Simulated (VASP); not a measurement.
Input of a VASP 6.6.1 run:

File INCAR:

```
SYSTEM = Cd
PREC = Accurate ; ENCUT = 520
EDIFF = 1E-6 ; ISMEAR = -1
SIGMA = 0.1 ; LREAL = .FALSE.
LASPH = .TRUE. ; NELM = 60
ALGO = Normal ; ISIF = 2
LWAVE = .FALSE. ; LCHARG = .TRUE.
GGA = PE ; LELF = .TRUE.
LVHAR = .TRUE. ; NBANDS = 12
```

Contents of KPOINTS:

```
Automatic mesh
0
G
  17 17 17
  0 0 0
```

File POSCAR:

```
Cd
1.0
    3.1096704538      0.0000000000      0.0000000000
    0.0000000000      3.1096704538      0.0000000000
    0.0000000000      0.0000000000      3.1096704538
Cd
1
Direct
    0.0000000000      0.0000000000      0.0000000000
```

Potentials or basis: VASP PAW PBE potentials, release 64 (Cd).

Launch:

```sh
$ cat potpaw_PBE.64/Cd/POTCAR > POTCAR
$ mpirun -np 1 vasp_std > vasp.out
```

(1) What does it give for the pressure?

(2) What does it give for the band gap on the k mesh?

## Answers

(1) -2.2 GPa.

(2) zero (band 6 reaches 4.46 eV, above the bottom of band 7 at -0.55 eV).
